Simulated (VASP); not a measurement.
A run of VASP 6.6.1 is set up as follows.

INCAR

```
SYSTEM = Zn4HO4
PREC = Accurate
ENCUT = 520
EDIFF = 1E-6
ISMEAR = 0
SIGMA = 0.05
LREAL = .False.
LASPH = .True.
NELM = 80
ALGO = Normal
ISIF = 2
LWAVE = .False.
LCHARG = .False.
GGA = PS
NBANDS = 46
```

The input KPOINTS:

```
regular mesh
0
Gamma
  4 4 8
  0 0 0
```

File POSCAR:

```
Zn4HO4
1.0
    5.5148137916      0.0000000000      0.0000000000
    0.0000000000      5.5148137916      0.0000000000
    0.0000000000      0.0000000000      3.2430062931
Zn O H
4 4 1
Direct
    0.1820657240      0.1820657240      0.5000000000
    0.8179342760      0.8179342760      0.5000000000
    0.6820657240      0.3179342760      0.0000000000
    0.3179342760      0.6820657240      0.0000000000
    0.8180023132      0.1819976868      0.5000000000
    0.1819976868      0.8180023132      0.5000000000
    0.6819976868      0.6819976868      0.0000000000
    0.3180023132      0.3180023132      0.0000000000
    1.0000405349     -0.0180023132      0.3000000000
```

Potentials or basis: VASP PAW PBE potentials, release 64 (Zn, O, H).

Run with:

```sh
$ cat potpaw_PBE.64/Zn/POTCAR potpaw_PBE.64/O/POTCAR potpaw_PBE.64/H/POTCAR > POTCAR
$ mpirun -np 1 vasp_std > vasp.out
```

(1) Predict the pressure.

(2) Estimate the largest force.

Results:

(1) 10.8 GPa.

(2) 3.289 eV/Å.

Caveat: the PAW data sets were made with another functional, which shifts forces and pressure a little; an odd number of electrons without spin polarisation forces a metal; a magnetic or distorted state may lie lower.
